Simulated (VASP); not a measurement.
# BaHfO3 (Pm-3m) in VASP: single point with PBE0

Aim: the single point of BaHfO3 with PBE0.

Everything below comes from runs of VASP 6.6.1. Logs are shortened: lines on timing, memory, paths and dates and some standing lists are left out, and cuts for length are marked.

**1. The cell of the first run**

It takes space group Pm-3m (No. 221, cubic). Conventional cell: a = 4.177 Å, b = 4.177 Å, c = 4.177 Å, α = 90.00°, β = 90.00°, γ = 90.00°. Within 3.9 Å of Ba (site symmetry m-3m) lie 12 O at 2.95 Å and 8 Hf at 3.62 Å. Within 2.8 Å of Hf (site symmetry m-3m) lie 6 O at 2.09 Å. O (site symmetry 4/mmm) has 2 Hf at 2.09 Å within 2.8 Å.

**2. Single point, PBE0**

POSCAR reads:

```
BaHfO3
1.0
    4.1770587708      0.0000000000      0.0000000000
    0.0000000000      4.1770587708      0.0000000000
    0.0000000000      0.0000000000      4.1770587708
Ba Hf O
1 1 3
Direct
    0.0000000000      0.0000000000      0.0000000000
    0.5000000000      0.5000000000      0.5000000000
    0.5000000000      0.5000000000      0.0000000000
    0.5000000000      0.0000000000      0.5000000000
    0.0000000000      0.5000000000      0.5000000000
```

INCAR.step1 reads:

```
PREC = Accurate ; ENCUT = 520
EDIFF = 1E-5 ; ISMEAR = 0
SIGMA = 0.01 ; LREAL = F
LASPH = T ; NELM = 80
ALGO = Normal ; ISIF = 2
LWAVE = T ; LCHARG = F
NBANDS = 27 ; GGA = PE
```

INCAR.step2 reads:

```
PREC = Accurate ; ENCUT = 520
EDIFF = 1E-7 ; ISMEAR = 0
SIGMA = 0.01 ; LREAL = F
LASPH = T ; NELM = 80
ALGO = Normal ; ISIF = 2
LWAVE = F ; LCHARG = F
GGA = PE ; LHFCALC = T
AEXX = 0.25 ; PRECFOCK = Fast
NBANDS = 27 ; ISTART = 1
```

KPOINTS reads:

```
regular mesh
0
Gamma
  4 4 4
```

Potentials or basis: VASP PAW PBE potentials, release 64 (Ba_sv, Hf_pv, O).

On the command line:

```console
$ cat potpaw_PBE.64/Ba_sv/POTCAR potpaw_PBE.64/Hf_pv/POTCAR potpaw_PBE.64/O/POTCAR > POTCAR
$ cp INCAR.step1 INCAR
$ mpirun -np 1 vasp_std > vasp.out
$ cp INCAR.step2 INCAR
$ mpirun -np 1 vasp_std > vasp.out
```

OUTCAR:

```text
PREC = Accurate
   ENCUT = 520
   EDIFF = 1E-7
   ISMEAR = 0
   LREAL = F
   LASPH = T
   NELM = 80
   ISIF = 2
   GGA = PE
   LHFCALC = T
   AEXX = 0.25
   PRECFOCK = Fast
   ISTART = 1

 ion  position               nearest neighbor table
   1  0.000  0.000  0.000-   3 2.95   4 2.95   5 2.95   4 2.95   5 2.95   3 2.95   5 2.95   5 2.95
                             3 2.95   4 2.95   4 2.95   3 2.95   2 3.62   2 3.62   2 3.62   2 3.62
   2  0.500  0.500  0.500-   3 2.09   4 2.09   5 2.09   3 2.09   4 2.09   5 2.09   1 3.62   1 3.62
                             1 3.62   1 3.62   1 3.62   1 3.62   1 3.62   1 3.62
   3  0.500  0.500  0.000-   2 2.09   2 2.09   1 2.95   1 2.95   1 2.95   1 2.95
   4  0.500  0.000  0.500-   2 2.09   2 2.09   1 2.95   1 2.95   1 2.95   1 2.95
   5  0.000  0.500  0.500-   2 2.09   2 2.09   1 2.95   1 2.95   1 2.95   1 2.95

  LATTYP: Found a simple cubic cell.
 ALAT       =     4.1770587708

  Lattice vectors:

 A1 = (   4.1770587708,   0.0000000000,   0.0000000000)
 A2 = (   0.0000000000,   4.1770587708,   0.0000000000)
 A3 = (   0.0000000000,   0.0000000000,   4.1770587708)

Analysis of symmetry for initial positions (statically):
=====================================================================
 Subroutine PRICEL returns:
 Original cell was already a primitive cell.

 Routine SETGRP: Setting up the symmetry group for a
 simple cubic supercell.

 Subroutine GETGRP returns: Found 48 space group operations
 (whereof 48 operations were pure point group operations)
 out of a pool of 48 trial point group operations.

The static configuration has the point symmetry O_h .

Analysis of symmetry for dynamics (positions and initial velocities):
=====================================================================
 Subroutine PRICEL returns:
 Original cell was already a primitive cell.

 Routine SETGRP: Setting up the symmetry group for a
 simple cubic supercell.

 Subroutine GETGRP returns: Found 48 space group operations
 (whereof 48 operations were pure point group operations)
 out of a pool of 48 trial point group operations.

The dynamic configuration has the point symmetry O_h .

 Subroutine INISYM returns: Found 48 space group operations
 (whereof 48 operations are pure point group operations),
 and found     1 'primitive' translations

----------------------------------------------------------------------------------------

                                     Primitive cell

  volume of cell :      72.8806

  direct lattice vectors                    reciprocal lattice vectors
     4.177058771  0.000000000  0.000000000     0.239402904  0.000000000  0.000000000
     0.000000000  4.177058771  0.000000000     0.000000000  0.239402904  0.000000000
     0.000000000  0.000000000  4.177058771     0.000000000  0.000000000  0.239402904

  length of vectors
     4.177058771  4.177058771  4.177058771     0.239402904  0.239402904  0.239402904

  position of ions in fractional coordinates (direct lattice)
     0.000000000  0.000000000  0.000000000
     0.500000000  0.500000000  0.500000000
     0.500000000  0.500000000  0.000000000
     0.500000000  0.000000000  0.500000000
     0.000000000  0.500000000  0.500000000

  ion indices of the primitive-cell ions
   primitive index   ion index
                 1           1
                 2           2
                 3           3
                 4           4
                 5           5

----------------------------------------------------------------------------------------

 KPOINTS: regular mesh

Automatic generation of k-mesh.
 Grid dimensions read from file:
 generate k-points for:    4    4    4

 Generating k-lattice:

  Cartesian coordinates                     Fractional coordinates (reciprocal lattice)
     0.059850726  0.000000000  0.000000000     0.250000000  0.000000000  0.000000000
     0.000000000  0.059850726  0.000000000     0.000000000  0.250000000  0.000000000
     0.000000000  0.000000000  0.059850726     0.000000000  0.000000000  0.250000000

  Length of vectors
     0.059850726  0.059850726  0.059850726

  Shift w.r.t. Gamma in fractional coordinates (k-lattice)
     0.000000000  0.000000000  0.000000000

 Subroutine IBZKPT returns following result:
 ===========================================

 Found     10 irreducible k-points:

 Following reciprocal coordinates:
            Coordinates               Weight
  0.000000  0.000000  0.000000      1.000000
  0.250000  0.000000  0.000000      6.000000
  0.500000  0.000000  0.000000      3.000000
  0.250000  0.250000  0.000000     12.000000
  0.500000  0.250000  0.000000     12.000000
  0.500000  0.500000  0.000000      3.000000
  0.250000  0.250000  0.250000      8.000000
  0.500000  0.250000  0.250000     12.000000
  0.500000  0.500000  0.250000      6.000000
  0.500000  0.500000  0.500000      1.000000
   k-points           NKPTS =     10   k-points in BZ     NKDIM =     64   number of bands    NBANDS=     27
   number of dos      NEDOS =    301   number of ions     NIONS =      5
   total plane-waves  NPLWV =  32768
   dimension x,y,z NGX =    32 NGY =   32 NGZ =   32
   dimension x,y,z NGXF=    64 NGYF=   64 NGZF=   64
   ions per type =               1   1   3
   NGX,Y,Z   is equivalent  to a cutoff of  12.74, 12.74, 12.74 a.u.
   NGXF,Y,Z  is equivalent  to a cutoff of  25.47, 25.47, 25.47 a.u.
 SYSTEM =  unknown system
   PREC   = accura    normal or accurate (medium, high low for compatibility)
   ISTART =      1    job   : 0-new  1-cont  2-samecut
   ICHARG =      0    charge: 1-file 2-atom 10-const
   ISPIN  =      1    spin polarized calculation?
   LNONCOLLINEAR =      F non collinear calculations
   LSORBIT =      F    spin-orbit coupling
   LASPH  =      T    aspherical Exc in radial PAW
   ENCUT  =  520.0 eV  38.22 Ry    6.18 a.u.   7.77  7.77  7.77*2*pi/ulx,y,z
   NELM   =     80;   NELMIN=  2; NELMDL=  0     # of ELM steps
   EDIFF  = 0.1E-06   stopping-criterion for ELM
   LREAL  =      F    real-space projection
   EDIFFG = 0.1E-05   stopping-criterion for IOM
   NSW    =      0    number of steps for IOM
   IBRION =     -1    ionic relax: 0-MD 1-quasi-New 2-CG
   NFREE  =      0    steps in history (QN), initial steepest desc. (CG)
   ISIF   =      2    stress and relaxation
   ISYM   =      3    0-nonsym 1-usesym 2-fastsym
   POTIM  = 0.5000    time-step for ionic-motion
   TEBEG  =    0.0;   TEEND  =   0.0 temperature during run
   PSTRESS=    0.0 pullay stress
   NELECT =      38.0000    total number of electrons
   NUPDOWN=      -1.0000    fix difference up-down
   EMIN   =  10.00;   EMAX   =-10.00  energy-range for DOS
   EFERMI =   0.00;   METHOD = LEGACY
   ISMEAR =     0;   SIGMA  =   0.01  broadening in eV -4-tet -1-fermi 0-gaus
   EFERMI_NEDOS =   21; number of points for ismear=-14 and -15
   IALGO  =     38    algorithm
   IMIX   =      1    mixing-type and parameters
     AMIX     =   0.40;   BMIX     =  1.00
     AMIX_MAG =   1.60;   BMIX_MAG =  1.00
  volume/ion in A,a.u.               =      14.58        98.36
  Fermi-wavevector in a.u.,A,eV,Ry     =   1.317646  2.489990 23.622316  1.736191
  Thomas-Fermi vector in A             =   2.447672
   LORBIT       =      0    0 simple, 1 ext, 2 COOP (PROOUT), +10 PAW based schemes
   GGA     = PE    functional components
   LHFCALC =     T    Hartree Fock is set to
   PRECFOCK=fast      Normal, Fast or Accurate (Low or Medium for compatibility)
   ENCUT4O =  -1.0   cutoff for four orbital integrals eV
   NKREDX  =     1    reduce k-point grid by
   NKREDY  =     1    reduce k-point grid by
   NKREDZ  =     1    reduce k-point grid by
   AEXX    =    0.2500 exact exchange contribution
   HFSCREEN=    0.0000 screening length (either q_TF or 0.3 A-1)
   HFSCREENC=   0.0000 screening length for correlation (either q_TF or 0.3 A-1)
   ENCUTFOCK=  -1.0 apply spherical cutoff to Coloumb kernel
   IVDW    =     0    specifies the selected vdW correction
   LEPSILON=     F    determine dielectric tensor
   LRPA    =     F    only Hartree local field effects (RPA)
 non-spin polarized calculation
 Gauss-broadening in eV      SIGMA  =   0.01
  energy-cutoff  :      520.00
  volume of cell :       72.88
 maximum number of plane-waves:      1986
 NGX is ok and might be reduce to    32
  NGX = 18; NGY = 18; NGZ = 18

 number of electron      38.0000005 magnetization

 Free energy of the ion-electron system (eV)
  ---------------------------------------------------
  ext. energy  EPLUGINS =         0.00000000
  ---------------------------------------------------
  free energy    TOTEN  =       -54.44196637 eV

  energy without entropy =      -54.44196637  energy(sigma->0) =      -54.44196637

 E-fermi :   1.0498     XC(G=0):  -8.5162

 val. band max:        0.9714131919   @ k =   0.5000   0.5000   0.5000
 cond. band min:       6.7857407626   @ k =   0.0000   0.0000   0.0000
 fundamental gap:      5.8143275707
 Fermi energy:         1.0498317588

 k-point     1 :       0.0000    0.0000    0.0000
  band No.  band energies     occupation
      1     -29.3886      2.00000
      2     -29.3886      2.00000
      3     -29.3886      2.00000
      4     -25.6516      2.00000
      5     -17.3070      2.00000
      6     -16.7572      2.00000
[... 19 lines left out ...]
     26      11.8919      0.00000
     27      11.8919      0.00000

 k-point     2 :       0.2500    0.0000    0.0000
  band No.  band energies     occupation
      1     -29.4698      2.00000
      2     -29.3852      2.00000
      3     -29.3852      2.00000
      4     -25.6077      2.00000
      5     -17.3100      2.00000
      6     -16.7444      2.00000
[... 19 lines left out ...]
     26      11.5379      0.00000
     27      11.8939      0.00000

 k-point     3 :       0.5000    0.0000    0.0000
  band No.  band energies     occupation
      1     -29.5486      2.00000
      2     -29.3819      2.00000
      3     -29.3819      2.00000
      4     -25.5641      2.00000
      5     -17.4044      2.00000
      6     -16.7315      2.00000
[... 174 lines left out ...]
      1     -29.5311      2.00000
      2     -29.5311      2.00000
      3     -29.4522      2.00000
      4     -25.5086      2.00000
      5     -16.5011      2.00000
      6     -16.0126      2.00000
[... 19 lines left out ...]
     26      11.9067      0.00000
     27      13.0577      0.00000

 k-point    10 :       0.5000    0.5000    0.5000
  band No.  band energies     occupation
      1     -29.5272      2.00000
      2     -29.5272      2.00000
      3     -29.5272      2.00000
      4     -25.4871      2.00000
      5     -15.9574      2.00000
      6     -15.9574      2.00000
[... 19 lines left out ...]
     26      12.7781      0.00000
     27      12.7781      0.00000

------------------------ aborting loop because EDIFF is reached ----------------------------------------

  FORCE on cell =-STRESS in cart. coord.  units (eV):
  Direction    XX          YY          ZZ          XY          YZ          ZX
  --------------------------------------------------------------------------------------
  -------------------------------------------------------------------------------------
  Total       -0.7163298     -0.7163298     -0.7163298     -0.0000000      0.0000000     -0.0000000
  in kB      -15.7475079    -15.7475079    -15.7475079     -0.0000000      0.0000000     -0.0000000
  external PRESSURE =     -15.7475079 kB  Pullay stress =       0.0000000 kB

 VOLUME and BASIS-vectors are now :
 -----------------------------------------------------------------------------
  energy-cutoff  :      520.00
  volume of cell :       72.88
      direct lattice vectors                 reciprocal lattice vectors
     4.177058771  0.000000000  0.000000000     0.239402904  0.000000000  0.000000000
     0.000000000  4.177058771  0.000000000     0.000000000  0.239402904  0.000000000
     0.000000000  0.000000000  4.177058771     0.000000000  0.000000000  0.239402904

 POSITION                                       TOTAL-FORCE (eV/Angst)
 -----------------------------------------------------------------------------------
      0.00000      0.00000      0.00000         0.000000      0.000000      0.000000
      2.08853      2.08853      2.08853         0.000000      0.000000      0.000000
      2.08853      2.08853      0.00000         0.000000      0.000000      0.000000
      2.08853      0.00000      2.08853         0.000000      0.000000      0.000000
      0.00000      2.08853      2.08853         0.000000      0.000000      0.000000
 -----------------------------------------------------------------------------------
    total drift:                                0.000002      0.000002      0.000001

  FREE ENERGIE OF THE ION-ELECTRON SYSTEM (eV)
  ---------------------------------------------------
  free  energy   TOTEN  =       -54.4419663749 eV

  energy  without entropy=      -54.4419663749  energy(sigma->0) =      -54.44196637
```

It took 14 min on 1 thread of AMD EPYC 7R13 (Zen 3), shared host; peak memory 0.18 GiB.

What came out:

```yaml
Free_energy: -54.4420 eV
Pressure: -1.6 GPa
Band_gap_on_the_k_mesh: 5.81 eV (least direct gap 6.06 eV)
```

Levels at points of the mesh, in eV from the valence-band top:
```tsv
k point	band 15	band 16	band 17	band 18	band 19	band 20	band 21	band 22	band 23	band 24
(0.00, 0.00, 0.00)	-1.05	-1.05	-0.25	-0.25	-0.25	5.81	5.81	5.81	6.95	6.95
(0.50, 0.00, 0.00)	-1.82	-1.82	-1.77	-0.61	-0.61	6.42	8.82	8.82	8.87	9.16
(0.50, 0.50, 0.00)	-2.56	-1.19	-0.99	-0.99	-0.08	8.70	8.70	9.01	9.35	10.73
(0.50, 0.50, 0.50)	-2.67	-2.67	0.00	0.00	0.00	8.36	8.36	8.36	10.45	10.45
```

Caveat: the PAW data sets were made with another functional, which shifts forces and pressure a little; spin-orbit coupling is left out, which moves the levels of the heavy elements. A k mesh can miss the band edges.
